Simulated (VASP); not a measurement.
A run of VASP 6.6.1 is set up as follows.

File INCAR:

```
  PREC = Accurate
  ENCUT = 520
  EDIFF = 1E-6
  ISMEAR = 0
  SIGMA = 0.01
  LREAL = False
  LASPH = True
  NELM = 150
  ALGO = Normal
  ISIF = 2
  LWAVE = False
  LCHARG = True
  MAGMOM = 0 0 0 0 0 0
  LORBIT = 11
  LSORBIT = True
  GGA_COMPAT = False
  LORBMOM = True
  LVHAR = True
  NBANDS = 30
```

Contents of KPOINTS:

```
Automatic mesh
0
Gamma
  10 10 10
```

POSCAR

```
GaN
1.0
    0.0111385227      2.2332737930      2.2332737930
    2.2332737930      0.0111385227      2.2332737930
    2.2332737930      2.2332737930      0.0111385227
Ga N
1 1
Direct
    0.0003868818      0.0003868818      0.0003868818
    0.2496131182      0.2496131182      0.2496131182
```

Potentials or basis: VASP PAW LDA potentials, release 64 (Ga_d, N).

Run with:

```console
$ cat potpaw_LDA.64/Ga_d/POTCAR potpaw_LDA.64/N/POTCAR > POTCAR
$ mpirun -np 1 vasp_ncl > vasp.out
```

(1) Predict the net moment.

(2) Estimate the pressure.

Results:

(1) 0.00 μB per cell.

(2) 1.1 GPa.

Caveat: the cell differs from its parent crystal (equal xy, yz and zx engineering shears of +0.5 %).
